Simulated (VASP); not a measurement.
# BiTe (Fm-3m) in VASP: notebook, part 2 of 2

VASP 6.6.1.

## 5. Single point, LDA (25.82 Å³/atom)

This run uses another cell than the first one, of 25.82 Å³/atom.

Contents of INCAR:

```
PREC = Accurate
ENCUT = 520
EDIFF = 1E-7
ISMEAR = -1
SIGMA = 0.05
LREAL = False
LASPH = True
NELM = 100
ALGO = Normal
ISIF = 2
LWAVE = False
LCHARG = False
NBANDS = 18
```

Contents of KPOINTS:

```
Automatic mesh
0
Gamma
  10 10 10
```

Contents of POSCAR:

```
BiTe
1.0
    0.0000000000      2.9558337493      2.9558337493
    2.9558337493      0.0000000000      2.9558337493
    2.9558337493      2.9558337493      0.0000000000
Bi Te
1 1
Direct
    0.0000000000      0.0000000000      0.0000000000
    0.5000000000      0.5000000000      0.5000000000
```

Potentials or basis: VASP PAW LDA potentials, release 64 (Bi_d, Te).

Command:

```console
> cat potpaw_LDA.64/Bi_d/POTCAR potpaw_LDA.64/Te/POTCAR > POTCAR
> mpirun -np 1 vasp_std > vasp.out
```

OUTCAR:

```text
PREC = Accurate
   ENCUT = 520
   EDIFF = 1E-7
   ISMEAR = -1
   LREAL = False
   LASPH = True
   NELM = 100
   ISIF = 2

 ion  position               nearest neighbor table
   1  0.000  0.000  0.000-   2 2.96   2 2.96   2 2.96   2 2.96   2 2.96   2 2.96
   2  0.500  0.500  0.500-   1 2.96   1 2.96   1 2.96   1 2.96   1 2.96   1 2.96

  LATTYP: Found a face centered cubic cell.
 ALAT       =     5.9116674986

  Lattice vectors:

 A1 = (   0.0000000000,   2.9558337493,   2.9558337493)
 A2 = (   2.9558337493,   0.0000000000,   2.9558337493)
 A3 = (   2.9558337493,   2.9558337493,   0.0000000000)

Analysis of symmetry for initial positions (statically):
=====================================================================
 Subroutine PRICEL returns:
 Original cell was already a primitive cell.

 Routine SETGRP: Setting up the symmetry group for a
 face centered cubic supercell.

 Subroutine GETGRP returns: Found 48 space group operations
 (whereof 48 operations were pure point group operations)
 out of a pool of 48 trial point group operations.

The static configuration has the point symmetry O_h .

Analysis of symmetry for dynamics (positions and initial velocities):
=====================================================================
 Subroutine PRICEL returns:
 Original cell was already a primitive cell.

 Routine SETGRP: Setting up the symmetry group for a
 face centered cubic supercell.

 Subroutine GETGRP returns: Found 48 space group operations
 (whereof 48 operations were pure point group operations)
 out of a pool of 48 trial point group operations.

The dynamic configuration has the point symmetry O_h .

 Subroutine INISYM returns: Found 48 space group operations
 (whereof 48 operations are pure point group operations),
 and found     1 'primitive' translations

----------------------------------------------------------------------------------------

                                     Primitive cell

[... 106 lines left out ...]
   EFERMI_NEDOS =   21; number of points for ismear=-14 and -15
   IALGO  =     38    algorithm
   IMIX   =      4    mixing-type and parameters
     AMIX     =   0.40;   BMIX     =  1.00
     AMIX_MAG =   1.60;   BMIX_MAG =  1.00
  volume/ion in A,a.u.               =      25.82       174.28
  Fermi-wavevector in a.u.,A,eV,Ry     =   1.212806  2.291871 20.012781  1.470898
  Thomas-Fermi vector in A             =   2.348278
   LORBIT       =      0    0 simple, 1 ext, 2 COOP (PROOUT), +10 PAW based schemes
   GGA     = CA    functional components
   LHFCALC =     F    Hartree Fock is set to
   AEXX    =    0.0000 exact exchange contribution
   IVDW    =     0    specifies the selected vdW correction
   LEPSILON=     F    determine dielectric tensor
   LRPA    =     F    only Hartree local field effects (RPA)
 non-spin polarized calculation
  energy-cutoff  :      520.00
  volume of cell :       51.65
 maximum number of plane-waves:      1411
   NGX = 15   NGY = 15   NGZ = 15

 number of electron      21.0000004 magnetization

 Free energy of the ion-electron system (eV)
  ---------------------------------------------------
  ext. energy  EPLUGINS =         0.00000000
  ---------------------------------------------------
  free energy    TOTEN  =        -7.87503462 eV

  energy without entropy =       -7.86688236  energy(sigma->0) =       -7.87095849

 E-fermi :  10.2517     XC(G=0): -10.9070

 val. band max:       10.2157827648   @ k =   0.5000   0.1000   0.0000
 cond. band min:      10.2890380021   @ k =   0.3000   0.2000   0.1000
 fundamental gap:      0.0732552373
 Fermi energy:        10.2517188849

 k-point     1 :       0.0000    0.0000    0.0000
  band No.  band energies     occupation
      1     -13.1480      2.00000
      2     -13.1480      2.00000
      3     -13.1168      2.00000
      4     -13.1168      2.00000
      5     -13.1168      2.00000
      6      -5.5672      2.00000
[... 481 lines left out ...]
      5     -13.0897      2.00000
      6      -3.6105      2.00000
[... 10 lines left out ...]
     17      19.6122      0.00000
     18      19.6131      0.00000

 [... further k-points ...]

------------------------ aborting loop because EDIFF is reached ----------------------------------------

  FORCE on cell =-STRESS in cart. coord.  units (eV):
  Direction    XX          YY          ZZ          XY          YZ          ZX
  --------------------------------------------------------------------------------------
  -------------------------------------------------------------------------------------
  Total        6.5297951      6.5297951      6.5297951     -0.0000000     -0.0000000     -0.0000000
  in kB      202.5536753    202.5536753    202.5536753     -0.0000000     -0.0000000     -0.0000000
  external PRESSURE =     202.5536753 kB  Pullay stress =       0.0000000 kB

 VOLUME and BASIS-vectors are now :
 -----------------------------------------------------------------------------
  energy-cutoff  :      520.00
  volume of cell :       51.65
      direct lattice vectors                 reciprocal lattice vectors
     0.000000000  2.955833749  2.955833749    -0.169157010  0.169157010  0.169157010
     2.955833749  0.000000000  2.955833749     0.169157010 -0.169157010  0.169157010
     2.955833749  2.955833749  0.000000000     0.169157010  0.169157010 -0.169157010

 POSITION                                       TOTAL-FORCE (eV/Angst)
 -----------------------------------------------------------------------------------
      0.00000      0.00000      0.00000         0.000000     -0.000000     -0.000000
      2.95583      2.95583      2.95583        -0.000000      0.000000      0.000000
 -----------------------------------------------------------------------------------
    total drift:                                0.000000     -0.000000     -0.000000

  FREE ENERGIE OF THE ION-ELECTRON SYSTEM (eV)
  ---------------------------------------------------
  free  energy   TOTEN  =        -7.8750346172 eV

  energy  without entropy=       -7.8668823611  energy(sigma->0) =       -7.87095849
```

stdout:

```text
POSCAR found type information on POSCAR BiTe
 POSCAR found :  2 types and       2 ions
 scaLAPACK will be used
 LDA part: xc-table for (Slater(with rela. corr.)+CA(PZ))
 , standard interpolation
 POSCAR, INCAR and KPOINTS ok, starting setup
 FFT: planning ... GRIDC
 FFT: planning ... GRID_SOFT
 FFT: planning ... GRID
 WAVECAR not read
 entering main loop
```

Wall time 38 s (1 thread of Intel Xeon 8259CL, shared host); peak memory 0.18 GiB.

Results:

| Item | Value |
| --- | --- |
| Free energy | -7.8750 eV |
| Pressure | 20.3 GPa |
| Band gap on the k mesh | zero (an odd number of electrons rules out a gap without spin polarisation) |

Caveat: the cell stands under pressure; spin-orbit coupling is left out, which moves the levels of the heavy elements.

## 6. Single point, LDA (27.55 Å³/atom)

This run uses another cell than the first one, of 27.55 Å³/atom.

Changes to INCAR since step 5:

```diff
@@ -2,3 +2,3 @@
 ENCUT = 520
-EDIFF = 1E-7
+EDIFF = 1E-6
 ISMEAR = -1
```

KPOINTS is that of step 5.

Contents of POSCAR:

```
BiTe
1.0
    0.0000000000      3.0201110436      3.0201110436
    3.0201110436      0.0000000000      3.0201110436
    3.0201110436      3.0201110436      0.0000000000
Bi Te
1 1
Direct
    0.0000000000      0.0000000000      0.0000000000
    0.5000000000      0.5000000000      0.5000000000
```

Potentials or basis: VASP PAW LDA potentials, release 64 (Bi_d, Te).

Command:

```console
> cat potpaw_LDA.64/Bi_d/POTCAR potpaw_LDA.64/Te/POTCAR > POTCAR
> mpirun -np 1 vasp_std > vasp.out
```

OUTCAR:

```text
PREC = Accurate
   ENCUT = 520
   EDIFF = 1E-6
   ISMEAR = -1
   LREAL = False
   LASPH = True
   NELM = 100
   ISIF = 2

 ion  position               nearest neighbor table
   1  0.000  0.000  0.000-   2 3.02   2 3.02   2 3.02   2 3.02   2 3.02   2 3.02
   2  0.500  0.500  0.500-   1 3.02   1 3.02   1 3.02   1 3.02   1 3.02   1 3.02

  LATTYP: Found a face centered cubic cell.
 ALAT       =     6.0402220872

  Lattice vectors:

 A1 = (   0.0000000000,   3.0201110436,   3.0201110436)
 A2 = (   3.0201110436,   0.0000000000,   3.0201110436)
 A3 = (   3.0201110436,   3.0201110436,   0.0000000000)

Analysis of symmetry for initial positions (statically):
=====================================================================
 Subroutine PRICEL returns:
 Original cell was already a primitive cell.

 Routine SETGRP: Setting up the symmetry group for a
 face centered cubic supercell.

 Subroutine GETGRP returns: Found 48 space group operations
 (whereof 48 operations were pure point group operations)
 out of a pool of 48 trial point group operations.

The static configuration has the point symmetry O_h .

Analysis of symmetry for dynamics (positions and initial velocities):
[... 158 lines left out ...]
 E-fermi :   9.2356     XC(G=0): -10.6036

 val. band max:        9.1967416001   @ k =   0.3000   0.2000   0.1000
 cond. band min:       9.2625638284   @ k =   0.4000   0.1000   0.0000
 fundamental gap:      0.0658222283
 Fermi energy:         9.2356228243

 k-point     1 :       0.0000    0.0000    0.0000
  band No.  band energies     occupation
      1     -14.0318      2.00000
      2     -14.0318      2.00000
      3     -14.0079      2.00000
      4     -14.0079      2.00000
      5     -14.0079      2.00000
      6      -5.9496      2.00000
[... 481 lines left out ...]
      5     -13.9873      2.00000
      6      -4.1617      2.00000
[... 10 lines left out ...]
     17      18.4986      0.00000
     18      18.5361      0.00000

 [... further k-points ...]

------------------------ aborting loop because EDIFF is reached ----------------------------------------

  FORCE on cell =-STRESS in cart. coord.  units (eV):
  Direction    XX          YY          ZZ          XY          YZ          ZX
  --------------------------------------------------------------------------------------
  -------------------------------------------------------------------------------------
  Total        4.2025053      4.2025053      4.2025053      0.0000000      0.0000000     -0.0000000
  in kB      122.2137644    122.2137644    122.2137644      0.0000000      0.0000000     -0.0000000
  external PRESSURE =     122.2137644 kB  Pullay stress =       0.0000000 kB

 VOLUME and BASIS-vectors are now :
 -----------------------------------------------------------------------------
  energy-cutoff  :      520.00
  volume of cell :       55.09
      direct lattice vectors                 reciprocal lattice vectors
     0.000000000  3.020111044  3.020111044    -0.165556826  0.165556826  0.165556826
     3.020111044  0.000000000  3.020111044     0.165556826 -0.165556826  0.165556826
     3.020111044  3.020111044  0.000000000     0.165556826  0.165556826 -0.165556826

 POSITION                                       TOTAL-FORCE (eV/Angst)
 -----------------------------------------------------------------------------------
      0.00000      0.00000      0.00000        -0.000000      0.000000      0.000000
      3.02011      3.02011      3.02011         0.000000      0.000000      0.000000
 -----------------------------------------------------------------------------------
    total drift:                                0.000000     -0.000000     -0.000000

  FREE ENERGIE OF THE ION-ELECTRON SYSTEM (eV)
  ---------------------------------------------------
  free  energy   TOTEN  =        -8.2210493326 eV

  energy  without entropy=       -8.2110305595  energy(sigma->0) =       -8.21603995
```

Run time: 34 s. Hardware: 1 thread of Intel Xeon 8259CL, shared host; peak memory 0.18 GiB.

What came out:

```yaml
Free_energy: -8.2210 eV
Pressure: 12.2 GPa
Band_gap_on_the_k_mesh: zero (an odd number of electrons rules out a gap without spin polarisation)
```

Caveat: the cell stands under pressure; spin-orbit coupling is left out, which moves the levels of the heavy elements.

## 7. Overview

```csv
cell,gap on the mesh (eV),pressure (GPa)
"a = 3.526 Å, angles 60.0°, 2 atoms",none,211.0
"a = 4.180 Å, angles 60.0°, 2 atoms",none,20.3
"a = 4.271 Å, angles 60.0°, 2 atoms",none,12.2
```

Alike in all rows: task single point; level LDA; potentials or basis VASP PAW LDA potentials, release 64 (Bi_d, Te); no spin polarisation; k mesh 10 × 10 × 10; cutoff (eV) 520; smearing fermi-dirac 0.05 eV.

Caveats: the cell stands under pressure; spin-orbit coupling is left out, which moves the levels of the heavy elements.

Total energies depend on the potentials used, so only differences within one code and one set of settings carry meaning.
